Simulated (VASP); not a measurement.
# Te: single point with LDA

Crystal: Te.

```
Te
1.0
     4.29663    0.00000    0.00000
    -2.14832    3.72099    0.00000
     0.00000    0.00000    5.90411
Te
3
Direct
  0.28554 0.00000 0.33333
  0.00000 0.28554 0.66667
  0.71446 0.71446 0.00000
```

| Property | Result |
| --- | --- |
| Program | VASP 6.6.1 |
| Task | single point |
| Functional | LDA |
| Potentials or basis | VASP PAW LDA potentials, release 64 (Te) |
| Cutoff | 520 eV |
| k mesh | 9 × 9 × 6 |
| Occupations | methfessel-paxton, width 0.3 eV |
| Spin | no spin polarisation |

| Quantity | Value |
| --- | --- |
| Pressure | 0.0 GPa |
| Largest force | 0.017 eV/Å |
| Band gap on the k mesh | zero (filled and empty bands touch) |

Forces on the atoms (eV/Å):
```
Te   0.017  0.000  0.000
Te  -0.009  0.015  0.000
Te  -0.009 -0.015  0.000
```

Stress tensor (GPa, compression positive):
```
-0.09  0.00  0.00
 0.00 -0.09  0.00
 0.00  0.00  0.21
```

Levels at points of the mesh, in eV from the Fermi level:
```
           k point  band 5  band 6  band 7  band 8  band 9  band 10  band 11  band 12  band 13  band 14
(0.00, 0.00, 0.00)   -2.78   -2.78   -1.99   -1.99   -1.35     0.84     0.84     1.50     4.63     4.63
(0.00, 0.00, 0.50)   -2.88   -2.88   -1.46   -1.03   -1.03     0.05     0.10     0.10     3.46     4.82
```

It took 42 s on 1 thread of AMD EPYC 9R45 96-Core Processor (Zen 5) (shared host), peak memory 0.19 GiB.

Caveat: so wide a smearing shifts energies and pressures; spin-orbit coupling is left out, which moves the levels of the heavy elements.
